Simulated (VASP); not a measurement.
# B2Pb (P4/nmm) in VASP: notebook

Runs on B2Pb. Level: PBE. Tasks: single point, relaxation of cell and atoms.

All numbers are computed with VASP 6.6.1; they aren't measurements. Logs are shortened: lines on timing, memory, paths and dates and some standing lists are left out, and cuts for length are marked.

### Step 1. The cell of the first run

The structure is tetragonal, space group P4/nmm (No. 129). Conventional cell: a = 3.086 Å, b = 3.086 Å, c = 9.237 Å, α = 90.00°, β = 90.00°, γ = 90.00°. B (site symmetry -4m2) has 8 B at 1.79 to 2.18 Å within 2.4 Å. B (site symmetry 4mm) has 4 B at 1.79 Å within 2.4 Å. Pb (site symmetry 4mm) has 9 B at 3.07 to 3.99 Å and 8 Pb at 3.09 to 3.78 Å within 4.0 Å.

### Step 2. Single point, PBE

Input file INCAR:

```
SYSTEM = B2Pb
PREC = Accurate ; ENCUT = 520
EDIFF = 1E-6 ; ISMEAR = 0
SIGMA = 0.1 ; LREAL = .FALSE.
LASPH = .TRUE. ; NELM = 60
ALGO = Normal ; ISIF = 2
LWAVE = .FALSE. ; LCHARG = .TRUE.
GGA = PE ; LELF = .TRUE.
LVHAR = .TRUE. ; NBANDS = 29
```

Input file KPOINTS:

```
regular mesh
0
G
  12 12 4
  0 0 0
```

Input file POSCAR:

```
B2Pb
1.0
    3.0858032295      0.0000000000      0.0000000000
    0.0000000000      3.0858032295      0.0000000000
    0.0000000000      0.0000000000      9.2365628169
B Pb
4 2
Direct
    0.0000000000      0.0000000000      0.0000000000
    0.5000000000      0.5000000000      0.0000000000
    0.0000000000      0.5000000000      0.0989673100
    0.5000000000      0.0000000000      0.9010326900
    0.0000000000      0.5000000000      0.6669562731
    0.5000000000      0.0000000000      0.3330437269
```

Potentials or basis: VASP PAW PBE potentials, release 64 (B, Pb_d).

Run with:

```bash
$ cat potpaw_PBE.64/B/POTCAR potpaw_PBE.64/Pb_d/POTCAR > POTCAR
$ mpirun -np 1 vasp_std > vasp.out
```

OUTCAR:

```text
SYSTEM = B2Pb
   PREC = Accurate
   ENCUT = 520
   EDIFF = 1E-6
   ISMEAR = 0
   LREAL = .FALSE.
   LASPH = .TRUE.
   NELM = 60
   ISIF = 2
   GGA = PE

 ion  position               nearest neighbor table
   1  0.000  0.000  0.000-   3 1.79   4 1.79   3 1.79   4 1.79
   2  0.500  0.500  0.000-   3 1.79   4 1.79   4 1.79   3 1.79
   3  0.000  0.500  0.099-   1 1.79   2 1.79   1 1.79   2 1.79   6 3.07   6 3.07   6 3.07   6 3.07

   4  0.500  0.000  0.901-   1 1.79   2 1.79   2 1.79   1 1.79   5 3.07   5 3.07   5 3.07   5 3.07

   5  0.000  0.500  0.667-   4 3.07   4 3.07   4 3.07   4 3.07   6 3.78   6 3.78   6 3.78   6 3.78

   6  0.500  0.000  0.333-   3 3.07   3 3.07   3 3.07   3 3.07   5 3.78   5 3.78   5 3.78   5 3.78

  LATTYP: Found a simple tetragonal cell.
 ALAT       =     3.0858032295
 C/A-ratio  =     2.9932442641

  Lattice vectors:

 A1 = (   3.0858032295,   0.0000000000,   0.0000000000)
 A2 = (   0.0000000000,   3.0858032295,   0.0000000000)
 A3 = (   0.0000000000,   0.0000000000,   9.2365628169)

Analysis of symmetry for initial positions (statically):
=====================================================================
 Subroutine PRICEL returns:
 Original cell was already a primitive cell.

 Routine SETGRP: Setting up the symmetry group for a
 simple tetragonal supercell.

 Subroutine GETGRP returns: Found 16 space group operations
 (whereof  8 operations were pure point group operations)
 out of a pool of 16 trial point group operations.

The static configuration has the point symmetry D_2d.
 The point group associated with its full space group is D_4h.

Analysis of symmetry for dynamics (positions and initial velocities):
=====================================================================
 Subroutine PRICEL returns:
 Original cell was already a primitive cell.

 Routine SETGRP: Setting up the symmetry group for a
 simple tetragonal supercell.

 Subroutine GETGRP returns: Found 16 space group operations
 (whereof  8 operations were pure point group operations)
 out of a pool of 16 trial point group operations.

The dynamic configuration has the point symmetry D_2d.
 The point group associated with its full space group is D_4h.

 Subroutine INISYM returns: Found 16 space group operations
 (whereof  8 operations are pure point group operations),
 and found     1 'primitive' translations

----------------------------------------------------------------------------------------

                                     Primitive cell

  volume of cell :      87.9522

  direct lattice vectors                    reciprocal lattice vectors
     3.085803230  0.000000000  0.000000000     0.324064733  0.000000000  0.000000000
     0.000000000  3.085803230  0.000000000     0.000000000  0.324064733  0.000000000
     0.000000000  0.000000000  9.236562817     0.000000000  0.000000000  0.108265382

  length of vectors
     3.085803230  3.085803230  9.236562817     0.324064733  0.324064733  0.108265382

  position of ions in fractional coordinates (direct lattice)
     0.000000000  0.000000000  0.000000000
     0.500000000  0.500000000  0.000000000
     0.000000000  0.500000000  0.098967310
     0.500000000  0.000000000  0.901032690
     0.000000000  0.500000000  0.666956273
     0.500000000  0.000000000  0.333043727

  ion indices of the primitive-cell ions
   primitive index   ion index
                 1           1
                 2           2
                 3           3
                 4           4
                 5           5
                 6           6

----------------------------------------------------------------------------------------

 KPOINTS: regular mesh

Automatic generation of k-mesh.
 Grid dimensions read from file:
 generate k-points for:   12   12    4

 Generating k-lattice:

  Cartesian coordinates                     Fractional coordinates (reciprocal lattice)
     0.027005394  0.000000000  0.000000000     0.083333333  0.000000000  0.000000000
     0.000000000  0.027005394  0.000000000     0.000000000  0.083333333  0.000000000
     0.000000000  0.000000000  0.027066345     0.000000000  0.000000000  0.250000000

  Length of vectors
     0.027005394  0.027005394  0.027066345

  Shift w.r.t. Gamma in fractional coordinates (k-lattice)
     0.000000000  0.000000000  0.000000000

 Subroutine IBZKPT returns following result:
 ===========================================

 Found     84 irreducible k-points:

 Following reciprocal coordinates:
            Coordinates               Weight
  0.000000  0.000000  0.000000      1.000000
  0.083333  0.000000  0.000000      4.000000
  0.166667  0.000000  0.000000      4.000000
  0.250000  0.000000  0.000000      4.000000
  0.333333  0.000000  0.000000      4.000000
  0.416667  0.000000  0.000000      4.000000
[... 16 lines left out ...]
  0.333333  0.333333  0.000000      4.000000
  0.416667  0.333333  0.000000      8.000000
 [... further k-points ...]
   k-points           NKPTS =     84   k-points in BZ     NKDIM =     84   number of bands    NBANDS=     29
   number of dos      NEDOS =    301   number of ions     NIONS =      6
   total plane-waves  NPLWV =  40320
   dimension x,y,z NGX =    24 NGY =   24 NGZ =   70
   dimension x,y,z NGXF=    48 NGYF=   48 NGZF=  140
   ions per type =               4   2
   NGX,Y,Z   is equivalent  to a cutoff of  12.93, 12.93, 12.60 a.u.
   NGXF,Y,Z  is equivalent  to a cutoff of  25.86, 25.86, 25.20 a.u.
 SYSTEM =  B2Pb
   PREC   = accura    normal or accurate (medium, high low for compatibility)
   ISTART =      0    job   : 0-new  1-cont  2-samecut
   ICHARG =      2    charge: 1-file 2-atom 10-const
   ISPIN  =      1    spin polarized calculation?
   LNONCOLLINEAR =      F non collinear calculations
   LSORBIT =      F    spin-orbit coupling
   LASPH  =      T    aspherical Exc in radial PAW
   ENCUT  =  520.0 eV  38.22 Ry    6.18 a.u.   5.74  5.74 17.17*2*pi/ulx,y,z
   NELM   =     60;   NELMIN=  2; NELMDL= -5     # of ELM steps
   EDIFF  = 0.1E-05   stopping-criterion for ELM
   LREAL  =      F    real-space projection
   EDIFFG = 0.1E-04   stopping-criterion for IOM
   NSW    =      0    number of steps for IOM
   IBRION =     -1    ionic relax: 0-MD 1-quasi-New 2-CG
   NFREE  =      0    steps in history (QN), initial steepest desc. (CG)
   ISIF   =      2    stress and relaxation
   ISYM   =      2    0-nonsym 1-usesym 2-fastsym
   POTIM  = 0.5000    time-step for ionic-motion
   TEBEG  =    0.0;   TEEND  =   0.0 temperature during run
   PSTRESS=    0.0 pullay stress
   NELECT =      40.0000    total number of electrons
   NUPDOWN=      -1.0000    fix difference up-down
   EMIN   =  10.00;   EMAX   =-10.00  energy-range for DOS
   EFERMI =   0.00;   METHOD = LEGACY
   ISMEAR =     0;   SIGMA  =   0.10  broadening in eV -4-tet -1-fermi 0-gaus
   EFERMI_NEDOS =   21; number of points for ismear=-14 and -15
   IALGO  =     38    algorithm
   IMIX   =      4    mixing-type and parameters
     AMIX     =   0.40;   BMIX     =  1.00
     AMIX_MAG =   1.60;   BMIX_MAG =  1.00
  volume/ion in A,a.u.               =      14.66        98.92
  Fermi-wavevector in a.u.,A,eV,Ry     =   1.258962  2.379093 21.565027  1.584985
  Thomas-Fermi vector in A             =   2.392545
   LORBIT       =      0    0 simple, 1 ext, 2 COOP (PROOUT), +10 PAW based schemes
   GGA     = PE    functional components
   LHFCALC =     F    Hartree Fock is set to
   AEXX    =    0.0000 exact exchange contribution
   IVDW    =     0    specifies the selected vdW correction
   LEPSILON=     F    determine dielectric tensor
   LRPA    =     F    only Hartree local field effects (RPA)
 non-spin polarized calculation
 Gauss-broadening in eV      SIGMA  =   0.10
  energy-cutoff  :      520.00
  volume of cell :       87.95
 maximum number of plane-waves:      2416
 NGX is ok and might be reduce to    24
   NGX = 11   NGY = 11   NGZ = 35

 number of electron      39.9999999 magnetization

 Free energy of the ion-electron system (eV)
  ---------------------------------------------------
  ext. energy  EPLUGINS =         0.00000000
  ---------------------------------------------------
  free energy    TOTEN  =       -29.97992755 eV

  energy without entropy =      -29.96686898  energy(sigma->0) =      -29.97339827

 E-fermi :   7.2588     XC(G=0): -10.8561

 val. band max:        7.2584662144   @ k =   0.4167   0.4167   0.2500
 cond. band min:       7.2624634797   @ k =   0.3333   0.0833   0.5000
 fundamental gap:      0.0039972652
 Fermi energy:         7.2588055147

 k-point     1 :       0.0000    0.0000    0.0000
  band No.  band energies     occupation
      1     -10.4167      2.00000
      2     -10.3941      2.00000
      3     -10.1044      2.00000
      4     -10.0905      2.00000
      5      -9.7256      2.00000
      6      -9.7256      2.00000
[... 21 lines left out ...]
     28      14.3769      0.00000
     29      14.3769      0.00000

 k-point     2 :       0.0833    0.0000    0.0000
  band No.  band energies     occupation
      1     -10.3868      2.00000
      2     -10.3646      2.00000
      3     -10.0850      2.00000
      4     -10.0722      2.00000
      5      -9.7450      2.00000
      6      -9.7230      2.00000
[... 21 lines left out ...]
     28      13.8253      0.00000
     29      14.3804      0.00000

 k-point     3 :       0.1667    0.0000    0.0000
  band No.  band energies     occupation
      1     -10.3200      2.00000
      2     -10.2995      2.00000
      3     -10.0181      2.00000
      4     -10.0081      2.00000
      5      -9.7962      2.00000
      6      -9.7512      2.00000
[... 21 lines left out ...]
     28      13.4675      0.00000
     29      14.3637      0.00000

 k-point     4 :       0.2500    0.0000    0.0000
  band No.  band energies     occupation
      1     -10.2606      2.00000
      2     -10.2438      2.00000
      3      -9.9158      2.00000
      4      -9.9006      2.00000
      5      -9.8447      2.00000
      6      -9.8202      2.00000
[... 597 lines left out ...]
     28      14.9044      0.00000
     29      15.7095      0.00000

 k-point    23 :       0.3333    0.3333    0.0000
  band No.  band energies     occupation
      1      -9.9831      2.00000
      2      -9.9802      2.00000
      3      -9.9373      2.00000
      4      -9.9335      2.00000
      5      -9.8660      2.00000
      6      -9.8351      2.00000
[... 21 lines left out ...]
     28      14.5292      0.00000
     29      15.6414      0.00000

 k-point    24 :       0.4167    0.3333    0.0000
  band No.  band energies     occupation
      1     -10.0357      2.00000
      2     -10.0345      2.00000
      3      -9.9698      2.00000
      4      -9.9682      2.00000
      5      -9.8642      2.00000
      6      -9.8490      2.00000
[... 21 lines left out ...]
     28      14.8004      0.00000
     29      14.9696      0.00000

 [... further k-points ...]
[... 5 lines left out ...]
  --------------------------------------------------------------------------------------
  -------------------------------------------------------------------------------------
  Total       -0.0288838     -0.0288838     -0.0185205      0.0000000      0.0000000     -0.0000000
  in kB       -0.5261600     -0.5261600     -0.3373785      0.0000000      0.0000000     -0.0000000
  external PRESSURE =      -0.4632328 kB  Pullay stress =       0.0000000 kB

 VOLUME and BASIS-vectors are now :
 -----------------------------------------------------------------------------
  energy-cutoff  :      520.00
  volume of cell :       87.95
      direct lattice vectors                 reciprocal lattice vectors
     3.085803230  0.000000000  0.000000000     0.324064733  0.000000000  0.000000000
     0.000000000  3.085803230  0.000000000     0.000000000  0.324064733  0.000000000
     0.000000000  0.000000000  9.236562817     0.000000000  0.000000000  0.108265382

 POSITION                                       TOTAL-FORCE (eV/Angst)
 -----------------------------------------------------------------------------------
      0.00000      0.00000      0.00000         0.000000      0.000000      0.000000
      1.54290      1.54290      0.00000         0.000000     -0.000000      0.000000
      0.00000      1.54290      0.91412        -0.000000      0.000000      0.005373
      1.54290      0.00000      8.32245         0.000000      0.000000     -0.005373
      0.00000      1.54290      6.16038         0.000000      0.000000      0.000126
      1.54290      0.00000      3.07618        -0.000000      0.000000     -0.000126
 -----------------------------------------------------------------------------------
    total drift:                                0.000000     -0.000000     -0.000000

  FREE ENERGIE OF THE ION-ELECTRON SYSTEM (eV)
  ---------------------------------------------------
  free  energy   TOTEN  =       -29.9799275499 eV

  energy  without entropy=      -29.9668689818  energy(sigma->0) =      -29.97339827
```

Wall time 2.5 min (1 thread of Intel Xeon Platinum 8488C (Sapphire Rapids), shared host); peak memory 0.31 GiB.

What came out:

```yaml
Free_energy: -29.9799 eV
Pressure: 0.0 GPa
Largest_force: 0.005 eV/Å
Band_gap_on_the_k_mesh: zero (bands 20 and 21 overlap by 2.93 eV)
```

Forces on the atoms (eV/Å):
```
B    0.000  0.000  0.000
B    0.000  0.000  0.000
B    0.000  0.000  0.005
B    0.000  0.000 -0.005
Pb   0.000  0.000  0.000
Pb   0.000  0.000  0.000
```

Caveat: spin-orbit coupling is left out, which moves the levels of the heavy elements.

### Step 3. Relaxation of cell and atoms, PBE

This run uses another cell than the first one, of 14.42 Å³/atom.

Input file INCAR:

```
PREC = Accurate
ENCUT = 600
EDIFF = 1E-6
ISMEAR = 0
SIGMA = 0.1
LREAL = False
LASPH = True
NELM = 80
ALGO = Normal
ISIF = 3
LWAVE = False
LCHARG = False
GGA = PE
IBRION = 2
NSW = 100
EDIFFG = -0.01
```

Input file KPOINTS:

```
regular mesh
0
Gamma
  12 12 4
```

Input file POSCAR:

```
B2Pb
1.0
    3.1095923155      0.0000000000      0.0000000000
    0.0000000000      3.1095923155      0.0000000000
    0.0000000000      0.0000000000      8.9470776420
B Pb
4 2
Direct
    0.0000000000      0.0000000000      0.0000000000
    0.5000000000      0.5000000000      0.0000000000
    0.0000000000      0.5000000000      0.1047378712
    0.5000000000      0.0000000000      0.8952621288
    0.0000000000      0.5000000000      0.6790339183
    0.5000000000      0.0000000000      0.3209660817
```

Potentials or basis: VASP PAW PBE potentials, release 64 (B, Pb_d).

Run with:

```bash
$ cat potpaw_PBE.64/B/POTCAR potpaw_PBE.64/Pb_d/POTCAR > POTCAR
$ mpirun -np 1 vasp_std > vasp.out
```

OUTCAR:

```text
PREC = Accurate
   ENCUT = 600
   EDIFF = 1E-6
   ISMEAR = 0
   LREAL = False
   LASPH = True
   NELM = 80
   ISIF = 3
   GGA = PE
   IBRION = 2
   NSW = 100
   EDIFFG = -0.01

 ion  position               nearest neighbor table
   1  0.000  0.000  0.000-   3 1.82   4 1.82   3 1.82   4 1.82
   2  0.500  0.500  0.000-   3 1.82   4 1.82   4 1.82   3 1.82
   3  0.000  0.500  0.105-   1 1.82   2 1.82   1 1.82   2 1.82   6 2.93   6 2.93   6 2.93   6 2.93

   4  0.500  0.000  0.895-   1 1.82   2 1.82   2 1.82   1 1.82   5 2.93   5 2.93   5 2.93   5 2.93

   5  0.000  0.500  0.679-   4 2.93   4 2.93   4 2.93   4 2.93   6 3.89   6 3.89   6 3.89   6 3.89

   6  0.500  0.000  0.321-   3 2.93   3 2.93   3 2.93   3 2.93   5 3.89   5 3.89   5 3.89   5 3.89

[... 397 lines left out ...]

 number of electron      39.9999996 magnetization

 Free energy of the ion-electron system (eV)
  ---------------------------------------------------
  ext. energy  EPLUGINS =         0.00000000
  ---------------------------------------------------
  free energy    TOTEN  =       -29.98215058 eV

  energy without entropy =      -29.96898866  energy(sigma->0) =      -29.97556962

 E-fermi :   7.2503     XC(G=0): -10.8533

 val. band max:        7.2446879771   @ k =   0.3333   0.3333   0.5000
 cond. band min:       7.2564241136   @ k =   0.4167   0.4167   0.2500
 fundamental gap:      0.0117361365
 Fermi energy:         7.2503271473

 k-point     1 :       0.0000    0.0000    0.0000
  band No.  band energies     occupation
      1     -10.4253      2.00000
      2     -10.4027      2.00000
      3     -10.1119      2.00000
      4     -10.0981      2.00000
      5      -9.7318      2.00000
      6      -9.7318      2.00000
[... 637 lines left out ...]
     23       8.3398      0.00000
     24       8.5210      0.00000

 [... further k-points ...]
[... 5 lines left out ...]
  --------------------------------------------------------------------------------------
  -------------------------------------------------------------------------------------
  Total        0.0257708      0.0257708     -0.0500149      0.0000000      0.0000000      0.0000000
  in kB        0.4692308      0.4692308     -0.9106644      0.0000000      0.0000000      0.0000000
  external PRESSURE =       0.0092657 kB  Pullay stress =       0.0000000 kB
[... 21 lines left out ...]
  FREE ENERGIE OF THE ION-ELECTRON SYSTEM (eV)
  ---------------------------------------------------
  free  energy   TOTEN  =       -29.9821505777 eV

  energy  without entropy=      -29.9689886562  energy(sigma->0) =      -29.97556962

 reached required accuracy - stopping structural energy minimisation
```

OSZICAR:

```text
N       E                     dE             d eps       ncg     rms          rms(c)
DAV:   1     0.401410096009E+03    0.40141E+03   -0.21488E+04  4032   0.212E+03
DAV:   2     0.740959489350E+01   -0.39400E+03   -0.38847E+03  4072   0.488E+02
DAV:   3    -0.335135134202E+02   -0.40923E+02   -0.40060E+02  5408   0.172E+02
DAV:   4    -0.347649383454E+02   -0.12514E+01   -0.12474E+01  4728   0.317E+01
[... 97 lines left out ...]
DAV:   3    -0.299822026553E+02    0.15844E-02   -0.75590E-03  5576   0.102E+00    0.448E-02
DAV:   4    -0.299821727695E+02    0.29886E-04   -0.61755E-04  4632   0.201E-01    0.265E-02
DAV:   5    -0.299821522272E+02    0.20542E-04   -0.76144E-05  6040   0.854E-02    0.854E-03
DAV:   6    -0.299821507608E+02    0.14665E-05   -0.93366E-06  5264   0.231E-02    0.322E-03
DAV:   7    -0.299821505777E+02    0.18308E-06   -0.60459E-07  2568   0.723E-03
  12 F= -.29982151E+02 E0= -.29975570E+02  d E =-.187723E-02
```

Run time: 18 min. Hardware: 1 thread of Intel Xeon Platinum 8488C (Sapphire Rapids), shared host; peak memory 0.36 GiB.

What came out:

| Quantity | Value |
| --- | --- |
| Free energy | -29.9822 eV |
| Relaxed volume | 14.67 Å³/atom |
| Relaxed cell | a = 3.085 Å, b = 3.085 Å, c = 9.248 Å, α = 90.00°, β = 90.00°, γ = 90.00° |
| Space group after relaxing (to 0.1 Å) | P4/nmm (No. 129) |
| Energy gained by relaxing | 12.1 meV/atom |
| Ionic steps | 12 |
| Pressure after relaxing | 0.0 GPa |
| Largest force after relaxing | 0.004 eV/Å |

Forces in eV/Å, atoms in the order of the input:
```
B    0.000  0.000  0.000
B    0.000  0.000  0.000
B    0.000  0.000  0.000
B    0.000  0.000  0.000
Pb   0.000  0.000  0.004
Pb   0.000  0.000 -0.004
```

Stress tensor (GPa, compression positive):
```
 0.05  0.00  0.00
 0.00  0.05  0.00
 0.00  0.00 -0.09
```

The path:
```tsv
step	energy change (eV)	largest force (eV/Å)	pressure (GPa)	volume (Å³)
1	0.0000	0.3695	-0.01	86.51
2	-0.0304	0.2898	0.42	86.49
3	-0.0522	0.1779	1.33	86.44
4	-0.0530	0.1596	1.54	86.42
5	-0.0661	0.1935	-0.87	88.80
6	-0.0665	0.1807	-0.53	88.45
7	-0.0707	0.0507	-0.04	88.43
8	-0.0707	0.0520	-0.05	88.43
9	-0.0713	0.0418	-0.04	88.36
10	-0.0724	0.0127	-0.04	88.13
11	-0.0715	0.0538	0.03	87.67
12	-0.0726	0.0038	0.00	87.99
```

Final structure:
```cif
data_structure
_symmetry_space_group_name_H-M 'P 1'
_symmetry_Int_Tables_number 1
_cell_length_a 3.0845
_cell_length_b 3.0845
_cell_length_c 9.2484
_cell_angle_alpha 90.000
_cell_angle_beta 90.000
_cell_angle_gamma 90.000
_cell_volume 87.99
loop_
_atom_site_label
_atom_site_type_symbol
_atom_site_fract_x
_atom_site_fract_y
_atom_site_fract_z
_atom_site_occupancy
B1 B 0.00000 0.00000 0.00000 1
B2 B 0.50000 0.50000 0.00000 1
B3 B 0.00000 0.50000 0.09890 1
B4 B 0.50000 0.00000 0.90110 1
Pb1 Pb 0.00000 0.50000 0.66681 1
Pb2 Pb 0.50000 0.00000 0.33319 1
```

Caveat: the highest band is partly filled, so the run has too few bands; spin-orbit coupling is left out, which moves the levels of the heavy elements.
